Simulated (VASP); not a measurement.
Here is a VASP 6.6.1 calculation.

INCAR

```
SYSTEM = K
PREC = Accurate
ENCUT = 520
EDIFF = 1E-6
ISMEAR = -1
SIGMA = 0.1
LREAL = .False.
LASPH = .True.
NELM = 60
ALGO = Normal
ISIF = 2
LWAVE = .False.
LCHARG = .False.
GGA = PS
NBANDS = 10
```

KPOINTS

```
regular mesh
0
Gamma
  11 11 11
  0 0 0
```

The input POSCAR:

```
K
1.0
   -2.6125000000      2.6125000000      2.6125000000
    2.6125000000     -2.6125000000      2.6125000000
    2.6125000000      2.6125000000     -2.6125000000
K
1
Direct
    0.0000000000      0.0000000000      0.0000000000
```

Potentials or basis: VASP PAW PBE potentials, release 64 (K_sv).

Launch:

```bash
$ cat potpaw_PBE.64/K_sv/POTCAR > POTCAR
$ mpirun -np 1 vasp_std > vasp.out
```

Predict the pressure.

0.0 GPa.

Predict the band gap on the k mesh.

zero (an odd number of electrons rules out a gap without spin polarisation).

Caveat: the PAW data sets were made with another functional, which shifts forces and pressure a little.
